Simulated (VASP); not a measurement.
# Ir (I4_1/amd) in VASP: single point with PBE

Aim: the single point of Ir with PBE.

All numbers are computed with VASP 6.6.1; they aren't measurements. Logs are shortened: lines on timing, memory, paths and dates and some standing lists are left out, and cuts for length are marked.

## (1) The cell of the first run

Symmetry: I4_1/amd, No. 141, tetragonal system. Conventional cell: a = 4.853 Å, b = 4.853 Å, c = 2.753 Å, α = 90.00°, β = 90.00°, γ = 90.00°. Ir (site symmetry -4m2) has 10 Ir at 2.52 to 3.19 Å within 3.3 Å.

## (2) Single point, PBE

File INCAR:

```
ALGO = Fast
EDIFF = 1E-7
ENCUT = 520
GGA = PE
ISIF = 2
ISMEAR = 0
LASPH = T
LCHARG = T
LELF = T
LREAL = F
LVHAR = T
LWAVE = F
NBANDS = 16
NELM = 80
PREC = Accurate
SIGMA = 0.1
```

File KPOINTS:

```
k-points
0
Gamma
  22 22 22
```

File POSCAR:

```
Ir
1.0
   -2.4265881730      2.4265881730      1.3766835215
    2.4265881730     -2.4265881730      1.3766835215
    2.4265881730      2.4265881730     -1.3766835215
Ir
2
Direct
    0.0000000000      0.0000000000      0.0000000000
    0.7500000000      0.2500000000      0.5000000000
```

Potentials or basis: VASP PAW PBE potentials, release 64 (Ir).

Run with:

```bash
$ cat potpaw_PBE.64/Ir/POTCAR > POTCAR
$ mpirun -np 1 vasp_std > vasp.out
```

OUTCAR:

```text
EDIFF = 1E-7
   ENCUT = 520
   GGA = PE
   ISIF = 2
   ISMEAR = 0
   LASPH = T
   LREAL = F
   NELM = 80
   PREC = Accurate

 ion  position               nearest neighbor table
   1  0.000  0.000  0.000-   2 2.52   2 2.52   2 2.52   2 2.52   2 3.19   2 3.19   2 3.19   2 3.19

   2  0.750  0.250  0.500-   1 2.52   1 2.52   1 2.52   1 2.52   1 3.19   1 3.19   1 3.19   1 3.19

  LATTYP: Found a body centered tetragonal cell.
 ALAT       =     4.8531763460
 C/A-ratio  =     0.5673329891

  Lattice vectors:

 A1 = (  -2.4265881730,   2.4265881730,   1.3766835215)
 A2 = (   2.4265881730,  -2.4265881730,   1.3766835215)
 A3 = (   2.4265881730,   2.4265881730,  -1.3766835215)

Analysis of symmetry for initial positions (statically):
=====================================================================
 Subroutine PRICEL returns:
 Original cell was already a primitive cell.

 Routine SETGRP: Setting up the symmetry group for a
 body centered tetragonal supercell.

 Subroutine GETGRP returns: Found 16 space group operations
 (whereof  8 operations were pure point group operations)
 out of a pool of 16 trial point group operations.

The static configuration has the point symmetry D_2d.
 The point group associated with its full space group is D_4h.

Analysis of symmetry for dynamics (positions and initial velocities):
=====================================================================
 Subroutine PRICEL returns:
 Original cell was already a primitive cell.

 Routine SETGRP: Setting up the symmetry group for a
 body centered tetragonal supercell.

 Subroutine GETGRP returns: Found 16 space group operations
 (whereof  8 operations were pure point group operations)
 out of a pool of 16 trial point group operations.

The dynamic configuration has the point symmetry D_2d.
 The point group associated with its full space group is D_4h.

 Subroutine INISYM returns: Found 16 space group operations
 (whereof  8 operations are pure point group operations),
 and found     1 'primitive' translations

----------------------------------------------------------------------------------------

                                     Primitive cell

  volume of cell :      32.4255

[... 78 lines left out ...]
 SYSTEM =  unknown system
   PREC   = accura    normal or accurate (medium, high low for compatibility)
   ISTART =      0    job   : 0-new  1-cont  2-samecut
   ICHARG =      2    charge: 1-file 2-atom 10-const
   ISPIN  =      1    spin polarized calculation?
   LNONCOLLINEAR =      F non collinear calculations
   LSORBIT =      F    spin-orbit coupling
   LASPH  =      T    aspherical Exc in radial PAW
   ENCUT  =  520.0 eV  38.22 Ry    6.18 a.u.   6.88  6.88  6.88*2*pi/ulx,y,z
   NELM   =     80;   NELMIN=  2; NELMDL= -5     # of ELM steps
   EDIFF  = 0.1E-06   stopping-criterion for ELM
   LREAL  =      F    real-space projection
   EDIFFG = 0.1E-05   stopping-criterion for IOM
   NSW    =      0    number of steps for IOM
   IBRION =     -1    ionic relax: 0-MD 1-quasi-New 2-CG
   NFREE  =      0    steps in history (QN), initial steepest desc. (CG)
   ISIF   =      2    stress and relaxation
   ISYM   =      2    0-nonsym 1-usesym 2-fastsym
   POTIM  = 0.5000    time-step for ionic-motion
   TEBEG  =    0.0;   TEEND  =   0.0 temperature during run
   PSTRESS=    0.0 pullay stress
   NELECT =      18.0000    total number of electrons
   NUPDOWN=      -1.0000    fix difference up-down
   EMIN   =  10.00;   EMAX   =-10.00  energy-range for DOS
   EFERMI =   0.00;   METHOD = LEGACY
   ISMEAR =     0;   SIGMA  =   0.10  broadening in eV -4-tet -1-fermi 0-gaus
   EFERMI_NEDOS =   21; number of points for ismear=-14 and -15
   IALGO  =     68    algorithm
   IMIX   =      4    mixing-type and parameters
     AMIX     =   0.40;   BMIX     =  1.00
     AMIX_MAG =   1.60;   BMIX_MAG =  1.00
  volume/ion in A,a.u.               =      16.21       109.41
  Fermi-wavevector in a.u.,A,eV,Ry     =   1.345458  2.542548 24.630056  1.810258
  Thomas-Fermi vector in A             =   2.473370
   LORBIT       =      0    0 simple, 1 ext, 2 COOP (PROOUT), +10 PAW based schemes
   GGA     = PE    functional components
   LHFCALC =     F    Hartree Fock is set to
   AEXX    =    0.0000 exact exchange contribution
   IVDW    =     0    specifies the selected vdW correction
   LEPSILON=     F    determine dielectric tensor
   LRPA    =     F    only Hartree local field effects (RPA)
 non-spin polarized calculation
 RMM-DIIS sequential band-by-band and
 Gauss-broadening in eV      SIGMA  =   0.10
  energy-cutoff  :      520.00
  volume of cell :       32.43
 maximum number of plane-waves:       889
   NGX = 13   NGY = 13   NGZ = 13

 number of electron      17.9999998 magnetization

 Free energy of the ion-electron system (eV)
  ---------------------------------------------------
  ext. energy  EPLUGINS =         0.00000000
  ---------------------------------------------------
  free energy    TOTEN  =       -16.36835278 eV

  energy without entropy =      -16.35688723  energy(sigma->0) =      -16.36262001

 E-fermi :   8.1571     XC(G=0): -13.0779

 val. band max:        8.1567307260   @ k =   0.3636   0.1818   0.1364
 cond. band min:       8.1577326784   @ k =  -0.4545   0.4545   0.1818
 fundamental gap:      0.0010019524
 Fermi energy:         8.1570577509

 k-point     1 :       0.0000    0.0000    0.0000
  band No.  band energies     occupation
      1      -1.4200      2.00000
      2       1.5384      2.00000
      3       2.4448      2.00000
      4       3.3153      2.00000
      5       4.0676      2.00000
      6       7.0067      2.00000
[... 433 lines left out ...]
      3       3.1267      2.00000
      4       3.6290      2.00000
      5       5.2795      2.00000
      6       5.7712      2.00000
[... 8 lines left out ...]
     15      20.6581      0.00000
     16      22.1451      0.00000

 [... further k-points ...]
[... 5 lines left out ...]
  --------------------------------------------------------------------------------------
  -------------------------------------------------------------------------------------
  Total        0.0617727      0.0617727      0.0370131      0.0000000     -0.0000000      0.0000000
  in kB        3.0522565      3.0522565      1.8288579      0.0000000     -0.0000000      0.0000000
  external PRESSURE =       2.6444570 kB  Pullay stress =       0.0000000 kB

 VOLUME and BASIS-vectors are now :
 -----------------------------------------------------------------------------
  energy-cutoff  :      520.00
  volume of cell :       32.43
      direct lattice vectors                 reciprocal lattice vectors
    -2.426588173  2.426588173  1.376683521     0.000000000  0.206050621  0.363191679
     2.426588173 -2.426588173  1.376683521     0.206050621  0.000000000  0.363191679
     2.426588173  2.426588173 -1.376683521     0.206050621  0.206050621  0.000000000

 POSITION                                       TOTAL-FORCE (eV/Angst)
 -----------------------------------------------------------------------------------
      0.00000      0.00000      0.00000         0.000000     -0.000000      0.000000
      0.00000      2.42659      0.68834        -0.000000      0.000000     -0.000000
 -----------------------------------------------------------------------------------
    total drift:                               -0.000000      0.000000      0.000000

  FREE ENERGIE OF THE ION-ELECTRON SYSTEM (eV)
  ---------------------------------------------------
  free  energy   TOTEN  =       -16.3683527827 eV

  energy  without entropy=      -16.3568872342  energy(sigma->0) =      -16.36262001
```

Run time: 4.2 min. Hardware: 1 thread of Intel Xeon 6975P-C (Granite Rapids), shared host; peak memory 0.46 GiB.

Results:

* Free energy: -16.3684 eV
* Pressure: 0.3 GPa
* Band gap on the k mesh: zero (bands 9 and 10 overlap by 2.70 eV)

Caveat: spin-orbit coupling is left out, which moves the levels of the heavy elements.
